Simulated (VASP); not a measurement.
# KCl (P1) in VASP: single point with PBE

Aim: the single point of KCl with PBE.

Everything below comes from runs of VASP 6.6.1. Logs are shortened: lines on timing, memory, paths and dates and some standing lists are left out, and cuts for length are marked.

### Step 1. The cell of the first run

The typed cell holds 4 atoms: a = 4.511 Å, b = 4.511 Å, c = 7.813 Å, α = 73.22°, β = 73.22°, γ = 60.00°.

### Step 2. Single point, PBE (mode 4 frozen in at -0.497 Å and mode 9 at -0.124 Å (largest displacements))

INCAR reads:

```
SYSTEM = KCl
  ALGO = Normal
  EDIFF = 1E-7
  ENCUT = 520
  GGA = PE
  ISIF = 2
  ISMEAR = 0
  LASPH = .True.
  LCHARG = .False.
  LREAL = .False.
  LWAVE = .False.
  NBANDS = 24
  NELM = 100
  PREC = Accurate
  SIGMA = 0.05
```

KPOINTS reads:

```
k-points
0
Gamma
  6 6 6
  0 0 0
```

POSCAR reads:

```
KCl
1.0
    0.0000000000     -3.1897839381     -3.1897839381
   -3.1897839381      0.0000000000     -3.1897839381
    3.1897839381      3.1897839381     -6.3795678762
K Cl
2 2
Direct
   -0.0675998224      0.1124112060     -0.0088116815
    0.6204699115      0.3699654310      0.4911883185
    0.7208444202      0.7597185266      0.7597185266
    0.2208444202      0.2597185266      0.2597185266
```

Potentials or basis: VASP PAW PBE potentials, release 64 (K_sv, Cl).

The run is started by

```console
$ cat potpaw_PBE.64/K_sv/POTCAR potpaw_PBE.64/Cl/POTCAR > POTCAR
$ mpirun -np 1 vasp_std > vasp.out
```

OUTCAR:

```text
SYSTEM = KCl
   EDIFF = 1E-7
   ENCUT = 520
   GGA = PE
   ISIF = 2
   ISMEAR = 0
   LASPH = .True.
   LREAL = .False.
   NELM = 100
   PREC = Accurate

 ion  position               nearest neighbor table
   1  0.932  0.112  0.991-   3 2.81   4 3.13   4 3.15
   2  0.620  0.370  0.491-   4 2.68   3 2.86   4 3.17
   3  0.721  0.760  0.760-   1 2.81   2 2.86
   4  0.221  0.260  0.260-   2 2.68   1 3.13   1 3.15   2 3.17

  LATTYP: Found a trigonal (rhomboedric) cell.
 ALAT       =     7.8133430381
 COS(alpha) =     0.8333333333

  Lattice vectors:

 A1 = (   3.1897839381,   6.3795678762,  -3.1897839381)
 A2 = (   6.3795678762,   3.1897839381,  -3.1897839381)
 A3 = (   3.1897839381,   3.1897839381,  -6.3795678762)

Analysis of symmetry for initial positions (statically):
=====================================================================
 Subroutine PRICEL returns:
 Original cell was already a primitive cell.

 Routine SETGRP: Setting up the symmetry group for a
 trigonal (rhombohedral) supercell.

 Subroutine GETGRP returns: Found  1 space group operations
 (whereof  1 operations were pure point group operations)
 out of a pool of 12 trial point group operations.

The static configuration has the point symmetry C_1 .

Analysis of symmetry for dynamics (positions and initial velocities):
=====================================================================
 Subroutine PRICEL returns:
 Original cell was already a primitive cell.

 Routine SETGRP: Setting up the symmetry group for a
 trigonal (rhombohedral) supercell.

 Subroutine GETGRP returns: Found  1 space group operations
 (whereof  1 operations were pure point group operations)
 out of a pool of 12 trial point group operations.

The dynamic configuration has the point symmetry C_1 .

 Subroutine INISYM returns: Found  1 space group operations
 (whereof  1 operations are pure point group operations),
 and found     1 'primitive' translations

----------------------------------------------------------------------------------------

                                     Primitive cell

  volume of cell :     129.8207

  direct lattice vectors                    reciprocal lattice vectors
     0.000000000 -3.189783938 -3.189783938     0.078375214 -0.235125643 -0.078375214
    -3.189783938  0.000000000 -3.189783938    -0.235125643  0.078375214 -0.078375214
     3.189783938  3.189783938 -6.379567876     0.078375214  0.078375214 -0.078375214

  length of vectors
     4.511035706  4.511035706  7.813343038     0.259941179  0.259941179  0.135749853

  position of ions in fractional coordinates (direct lattice)
     0.932400178  0.112411206  0.991188319
     0.620469912  0.369965431  0.491188319
     0.720844420  0.759718527  0.759718527
     0.220844420  0.259718527  0.259718527

  ion indices of the primitive-cell ions
   primitive index   ion index
                 1           1
                 2           2
                 3           3
                 4           4

----------------------------------------------------------------------------------------

 KPOINTS: k-points

Automatic generation of k-mesh.
 Grid dimensions read from file:
 generate k-points for:    6    6    6

 Generating k-lattice:

  Cartesian coordinates                     Fractional coordinates (reciprocal lattice)
     0.013062536 -0.039187607 -0.013062536     0.166666667  0.000000000  0.000000000
    -0.039187607  0.013062536 -0.013062536     0.000000000  0.166666667  0.000000000
     0.013062536  0.013062536 -0.013062536     0.000000000  0.000000000  0.166666667

  Length of vectors
     0.043323530  0.043323530  0.022624976

  Shift w.r.t. Gamma in fractional coordinates (k-lattice)
     0.000000000  0.000000000  0.000000000

 Subroutine IBZKPT returns following result:
 ===========================================

 Found    112 irreducible k-points:

 Following reciprocal coordinates:
            Coordinates               Weight
  0.000000  0.000000  0.000000      1.000000
  0.166667  0.000000  0.000000      2.000000
  0.000000  0.166667  0.000000      2.000000
 -0.166667 -0.166667 -0.166667      2.000000
  0.333333  0.000000  0.000000      2.000000
  0.000000  0.333333  0.000000      2.000000
[... 16 lines left out ...]
 -0.166667  0.500000  0.000000      2.000000
 -0.333333  0.500000  0.500000      2.000000
 [... further k-points ...]
   k-points           NKPTS =    112   k-points in BZ     NKDIM =    112   number of bands    NBANDS=     24
   number of dos      NEDOS =    301   number of ions     NIONS =      4
   total plane-waves  NPLWV =  77760
   dimension x,y,z NGX =    36 NGY =   36 NGZ =   60
   dimension x,y,z NGXF=    72 NGYF=   72 NGZF=  120
   ions per type =               2   2
   NGX,Y,Z   is equivalent  to a cutoff of  13.27, 13.27, 12.77 a.u.
   NGXF,Y,Z  is equivalent  to a cutoff of  26.53, 26.53, 25.53 a.u.
 SYSTEM =  KCl
   PREC   = accura    normal or accurate (medium, high low for compatibility)
   ISTART =      0    job   : 0-new  1-cont  2-samecut
   ICHARG =      2    charge: 1-file 2-atom 10-const
   ISPIN  =      1    spin polarized calculation?
   LNONCOLLINEAR =      F non collinear calculations
   LSORBIT =      F    spin-orbit coupling
   LASPH  =      T    aspherical Exc in radial PAW
   ENCUT  =  520.0 eV  38.22 Ry    6.18 a.u.   8.39  8.39 14.53*2*pi/ulx,y,z
   NELM   =    100;   NELMIN=  2; NELMDL= -5     # of ELM steps
   EDIFF  = 0.1E-06   stopping-criterion for ELM
   LREAL  =      F    real-space projection
   EDIFFG = 0.1E-05   stopping-criterion for IOM
   NSW    =      0    number of steps for IOM
   IBRION =     -1    ionic relax: 0-MD 1-quasi-New 2-CG
   NFREE  =      0    steps in history (QN), initial steepest desc. (CG)
   ISIF   =      2    stress and relaxation
   ISYM   =      2    0-nonsym 1-usesym 2-fastsym
   POTIM  = 0.5000    time-step for ionic-motion
   TEBEG  =    0.0;   TEEND  =   0.0 temperature during run
   PSTRESS=    0.0 pullay stress
   NELECT =      32.0000    total number of electrons
   NUPDOWN=      -1.0000    fix difference up-down
   EMIN   =  10.00;   EMAX   =-10.00  energy-range for DOS
   EFERMI =   0.00;   METHOD = LEGACY
   ISMEAR =     0;   SIGMA  =   0.05  broadening in eV -4-tet -1-fermi 0-gaus
   EFERMI_NEDOS =   21; number of points for ismear=-14 and -15
   IALGO  =     38    algorithm
   IMIX   =      4    mixing-type and parameters
     AMIX     =   0.40;   BMIX     =  1.00
     AMIX_MAG =   1.60;   BMIX_MAG =  1.00
  volume/ion in A,a.u.               =      32.46       219.02
  Fermi-wavevector in a.u.,A,eV,Ry     =   1.026464  1.939735 14.335473  1.053628
  Thomas-Fermi vector in A             =   2.160358
   LORBIT       =      0    0 simple, 1 ext, 2 COOP (PROOUT), +10 PAW based schemes
   GGA     = PE    functional components
   LHFCALC =     F    Hartree Fock is set to
   AEXX    =    0.0000 exact exchange contribution
   IVDW    =     0    specifies the selected vdW correction
   LEPSILON=     F    determine dielectric tensor
   LRPA    =     F    only Hartree local field effects (RPA)
 non-spin polarized calculation
 Gauss-broadening in eV      SIGMA  =   0.05
  energy-cutoff  :      520.00
  volume of cell :      129.82
 maximum number of plane-waves:      3525
 NGX is ok and might be reduce to    36
   NGX = 17   NGY = 17   NGZ = 29

 number of electron      31.9999999 magnetization

 Free energy of the ion-electron system (eV)
  ---------------------------------------------------
  ext. energy  EPLUGINS =         0.00000000
  ---------------------------------------------------
  free energy    TOTEN  =       -13.18307114 eV

  energy without entropy =      -13.18307114  energy(sigma->0) =      -13.18307114

 E-fermi :  -1.8317     XC(G=0):  -7.3312

 val. band max:       -2.0419950423   @ k =   0.0000   0.0000   0.0000
 cond. band min:       3.0115030751   @ k =   0.0000   0.0000   0.0000
 fundamental gap:      5.0534981174
 Fermi energy:        -1.8316721585

 k-point     1 :       0.0000    0.0000    0.0000
  band No.  band energies     occupation
      1     -29.2684      2.00000
      2     -29.1753      2.00000
      3     -14.4152      2.00000
      4     -14.1932      2.00000
      5     -12.7533      2.00000
      6     -12.7401      2.00000
[... 16 lines left out ...]
     23       7.2287      0.00000
     24       7.7179      0.00000

 k-point     2 :       0.1667    0.0000    0.0000
  band No.  band energies     occupation
      1     -29.2669      2.00000
      2     -29.1739      2.00000
      3     -14.3811      2.00000
      4     -14.2280      2.00000
      5     -12.7820      2.00000
      6     -12.7565      2.00000
[... 16 lines left out ...]
     23       7.4359      0.00000
     24       7.7958      0.00000

 k-point     3 :       0.0000    0.1667    0.0000
  band No.  band energies     occupation
      1     -29.2669      2.00000
      2     -29.1740      2.00000
      3     -14.3745      2.00000
      4     -14.2291      2.00000
      5     -12.7742      2.00000
      6     -12.7470      2.00000
[... 16 lines left out ...]
     23       7.4050      0.00000
     24       7.9339      0.00000

 k-point     4 :      -0.1667   -0.1667   -0.1667
  band No.  band energies     occupation
      1     -29.2669      2.00000
      2     -29.1739      2.00000
      3     -14.3806      2.00000
      4     -14.2276      2.00000
      5     -12.7762      2.00000
      6     -12.7570      2.00000
[... 16 lines left out ...]
     23       7.4413      0.00000
     24       7.6552      0.00000

 k-point     5 :       0.3333    0.0000    0.0000
  band No.  band energies     occupation
      1     -29.2639      2.00000
      2     -29.1710      2.00000
      3     -14.3494      2.00000
      4     -14.2508      2.00000
      5     -12.8253      2.00000
      6     -12.7775      2.00000
[... 451 lines left out ...]
 k-point    22 :      -0.1667    0.3333   -0.1667
  band No.  band energies     occupation
      1     -29.2623      2.00000
      2     -29.1699      2.00000
      3     -14.3127      2.00000
      4     -14.2619      2.00000
      5     -12.8179      2.00000
      6     -12.7896      2.00000
[... 16 lines left out ...]
     23       8.3159      0.00000
     24       8.4294      0.00000

 k-point    23 :      -0.1667    0.5000    0.0000
  band No.  band energies     occupation
      1     -29.2624      2.00000
      2     -29.1699      2.00000
      3     -14.3198      2.00000
      4     -14.2542      2.00000
      5     -12.8242      2.00000
      6     -12.7883      2.00000
[... 16 lines left out ...]
     23       8.2257      0.00000
     24       8.4151      0.00000

 k-point    24 :      -0.3333    0.5000    0.5000
  band No.  band energies     occupation
      1     -29.2623      2.00000
      2     -29.1698      2.00000
      3     -14.3248      2.00000
      4     -14.2600      2.00000
      5     -12.8120      2.00000
      6     -12.7921      2.00000
[... 16 lines left out ...]
     23       7.9432      0.00000
     24       8.3487      0.00000

 [... further k-points ...]
[... 5 lines left out ...]
  --------------------------------------------------------------------------------------
  -------------------------------------------------------------------------------------
  Total        2.3872379      2.5592294      0.0003121      0.7676267      0.0307009     -0.2137525
  in kB       29.4620180     31.5846452      0.0038515      9.4736396      0.3788942     -2.6380197
  external PRESSURE =      20.3501716 kB  Pullay stress =       0.0000000 kB

 VOLUME and BASIS-vectors are now :
 -----------------------------------------------------------------------------
  energy-cutoff  :      520.00
  volume of cell :      129.82
      direct lattice vectors                 reciprocal lattice vectors
     0.000000000 -3.189783938 -3.189783938     0.078375214 -0.235125643 -0.078375214
    -3.189783938  0.000000000 -3.189783938    -0.235125643  0.078375214 -0.078375214
     3.189783938  3.189783938 -6.379567876     0.078375214  0.078375214 -0.078375214

 POSITION                                       TOTAL-FORCE (eV/Angst)
 -----------------------------------------------------------------------------------
      2.80311      0.18752     -9.65608         0.689392     -0.086194      0.083612
      0.38667     -0.41238     -6.29284        -0.414193      1.081154     -0.036934
      0.00000      0.12400     -9.56935        -0.137008      0.028968      0.014477
      0.00000      0.12400     -3.18978        -0.138191     -1.023928     -0.061155
 -----------------------------------------------------------------------------------
    total drift:                                0.000090      0.000026     -0.000175

  FREE ENERGIE OF THE ION-ELECTRON SYSTEM (eV)
  ---------------------------------------------------
  free  energy   TOTEN  =       -13.1830711426 eV

  energy  without entropy=      -13.1830711426  energy(sigma->0) =      -13.18307114
```

It took 2.6 min on 1 thread of Intel Xeon 6975P-C (Granite Rapids), shared host; peak memory 0.44 GiB.

What came out:

* Free energy: -13.1831 eV
* Pressure: 2.0 GPa
* Largest force: 1.158 eV/Å
* Band gap on the k mesh: 5.05 eV, direct

Forces on the atoms (eV/Å):
```
K    0.689 -0.086  0.084
K   -0.414  1.081 -0.037
Cl  -0.137  0.029  0.014
Cl  -0.138 -1.024 -0.061
```

Stress tensor (GPa, compression positive):
```
 2.95  0.95 -0.26
 0.95  3.16  0.04
-0.26  0.04  0.00
```

Caveat: the cell differs from its parent crystal (mode 4 frozen in at -0.497 Å and mode 9 at -0.124 Å (largest displacements)); forces of over 1 eV/Å act on the atoms, so gaps and moduli don't describe the material at rest. A k mesh can miss the band edges.
